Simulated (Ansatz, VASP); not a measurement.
**Al2Cu in VASP and in Ansatz**

```
CELL_PARAMETERS angstrom
4.14543 0.00000 0.00000
0.00000 4.14543 0.00000
0.00000 0.00000 2.84639
ATOMIC_POSITIONS crystal
Al 0.50000 0.00000 0.50000
Al 0.00000 0.50000 0.50000
Cu 0.00000 0.00000 0.00000
```

Alike in both runs: task single point; functional PBEsol; k mesh 12 × 12 × 16; no spin polarisation.

```csv
,VASP,Ansatz
version,VASP 6.6.1,Ansatz 0.2.0
potentials or method,"VASP PAW PBE potentials, release 64 (Al, Cu), cutoff 600 eV","scalar-relativistic, plane waves, PAW"
occupations,tetrahedron,tetrahedron-uncorrected
valence electrons in the cell,17,25
```

Ansatz gave:

* gap on the k mesh at the Fermi level (eV): none
* pressure (GPa): -2.7
* traceless stress, the component that is largest in VASP (GPa): 0.64

Problem. Estimate VASP's values.

Solution. gap on the k mesh at the Fermi level (eV): none; pressure (GPa): -2.6; traceless stress, the component that is largest in VASP (GPa): 0.62.

VASP's potentials were made for PBE, not for PBEsol. A gap of «none» marks a metal or a gap that the smearing closes. VASP's potentials hold 17 valence electrons a cell and Ansatz's 25, so a difference there can come from the potentials and not from the codes. Ansatz's warnings: band table not solved further.
